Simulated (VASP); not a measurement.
Runs of VASP 6.6.1 on Pb. The structure is that of space group P6_3/mmc (No. 194), or close to it. The cells are those of the table. 

```tsv
task	level	cell	k mesh	cutoff (eV)	gap on the mesh (eV)	pressure (GPa)
relaxation of cell and atoms	PBEsol	relaxed to 30 GPa from a = 3.524, b = 3.524, c = 11.495 Å, angles 90.0, 90.0, 120.0°, 4 atoms	9 × 9 × 3	600	none	30.0
single point	PBEsol	a = 3.151, b = 3.151, c = 10.314 Å, angles 90.0, 90.0, 120.0°, 4 atoms	9 × 9 × 3	520	none	(b)
single point	PBE	a = 3.452, b = 3.452, c = 11.261 Å, angles 90.0, 90.0, 120.0°, 4 atoms	9 × 9 × 3	520	none	4.5
single point	PBEsol	a = 3.477, b = 3.477, c = 11.340 Å, angles 90.0, 90.0, 120.0°, 4 atoms	9 × 9 × 3	520	none	0.3
single point	PBEsol	a = 3.524, b = 3.524, c = 11.035 Å, angles 90.0, 90.0, 120.0°, 4 atoms	7 × 7 × 2	520	none	0.5
single point	PBEsol	a = 3.524, b = 3.524, c = 11.495 Å, angles 90.0, 90.0, 120.0°, 4 atoms	9 × 9 × 3	520	none	(a)
relaxation of cell and atoms	PBEsol	relaxed to 20 GPa from a = 3.524, b = 3.524, c = 11.495 Å, angles 90.0, 90.0, 120.0°, 4 atoms	9 × 9 × 3	600	none	20.0
```

Alike in all rows: potentials or basis VASP PAW PBE potentials, release 64 (Pb_d); no spin polarisation; smearing fermi-dirac 0.05 eV.

Question: Fill in the values left out.

Answer: (a) -1.6; (b) 29.9.

Caveats: spin-orbit coupling is left out, which moves the levels of the heavy elements; the PAW data sets were made with another functional, which shifts forces and pressure a little (some runs); the cell is relaxed towards a set pressure, so the enthalpy falls and the energy may rise (some runs).

A k mesh can miss the band edges, and the runs leave out spin-orbit coupling on Pb.

A gap of «none» marks levels without a gap at the run's occupations.
